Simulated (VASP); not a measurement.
A run of VASP 6.6.1 is set up as follows.

INCAR

```
SYSTEM = SnO2
PREC = Accurate
ENCUT = 520
EDIFF = 1E-6
ISMEAR = 0
SIGMA = 0.1
LREAL = .False.
LASPH = .True.
NELM = 80
ALGO = Normal
ISIF = 2
LWAVE = .False.
LCHARG = .False.
GGA = PE
NBANDS = 20
```

Contents of KPOINTS:

```
Automatic mesh
0
Gamma
  14 14 14
  0 0 0
```

POSCAR

```
SnO2
1.0
    0.0000000000      2.6529962145      2.6529962145
    2.6529962145      0.0000000000      2.6529962145
    2.6529962145      2.6529962145      0.0000000000
Sn O
1 2
Direct
    0.0000000000      0.0000000000      0.0000000000
    0.2500000000      0.2500000000      0.2500000000
    0.7500000000      0.7500000000      0.7500000000
```

Potentials or basis: VASP PAW PBE potentials, release 64 (Sn_d, O).

Launch:

```console
$ cat potpaw_PBE.64/Sn_d/POTCAR potpaw_PBE.64/O/POTCAR > POTCAR
$ mpirun -np 1 vasp_std > vasp.out
```

Question: Predict the pressure.

Answer: -13.4 GPa.

Question: Predict the band gap on the k mesh.

Answer: Zero (bands 13 and 14 overlap by 0.98 eV).

Caveat: the cell differs from its parent crystal (strained); the cell stands under tension; spin-orbit coupling is left out, which moves the levels of the heavy elements.
